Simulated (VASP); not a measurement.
Input of a VASP 6.6.1 run:

The input INCAR:

```
SYSTEM = Co3SbN
ALGO     = Normal         ! electronic algorithm
EDIFF    = 1E-7           ! SCF threshold, eV
EDIFFG   = -0.04          ! ionic threshold
ENCUT    = 600            ! plane-wave cutoff, eV
GGA      = PE             ! functional
GGA_COMPAT= .False.      
IBRION   = 2              ! ionic algorithm
ISIF     = 3              ! what is computed and relaxed
ISMEAR   = 0              ! smearing method
ISPIN    = 2              ! spin polarisation
LASPH    = .True.         ! aspherical terms in the spheres
LCHARG   = .False.        ! write CHGCAR
LMAXMIX  = 4              ! l up to which the mixer works
LORBIT   = 11             ! projections on sites
LREAL    = .False.        ! projectors in reciprocal space
LWAVE    = .False.        ! write WAVECAR
MAGMOM   = 3 3 3 0 0      ! initial moments
NELM     = 200            ! most SCF steps
NELMIN   = 4            
NSW      = 90             ! ionic steps
PREC     = Accurate       ! precision mode
SIGMA    = 0.1            ! smearing width, eV
```

KPOINTS

```
k-points
0
Gamma
  4 4 4
  0 0 0
```

Contents of POSCAR:

```
Co3SbN
1.0
    3.8730314500      0.0000000000      0.0000000000
    0.0000000000      3.8730314500      0.0000000000
    0.0000000000      0.0000000000      3.8730314500
Co Sb N
3 1 1
Direct
    0.0000000000      0.0000000000      0.5000000000
    0.0000000000      0.5000000000      0.0000000000
    0.5000000000      0.0000000000      0.0000000000
    0.0000000000      0.0000000000      0.0000000000
    0.5000000000      0.5000000000      0.5000000000
```

Potentials or basis: VASP PAW PBE potentials, release 64 (Co, Sb, N).

Launch:

```sh
$ cat potpaw_PBE.64/Co/POTCAR potpaw_PBE.64/Sb/POTCAR potpaw_PBE.64/N/POTCAR > POTCAR
$ mpirun -np 1 vasp_std > vasp.out
```

(1) Estimate the relaxed volume.

(2) Estimate the space group after relaxing (to 0.1 Å).

(3) What does it give for the site moments?

Answers

(1) 21.70 Å³/atom.

(2) Pm-3m (No. 221).

(3) Co -1.71; Sb +0.04; N +1.48 μB.

Caveat: the k points lie up to 0.33 Å⁻¹ apart in the final cell, too coarse for converged energies and pressures of a metal; the volume moved by over 15 % at a fixed basis, so the end points are rough.
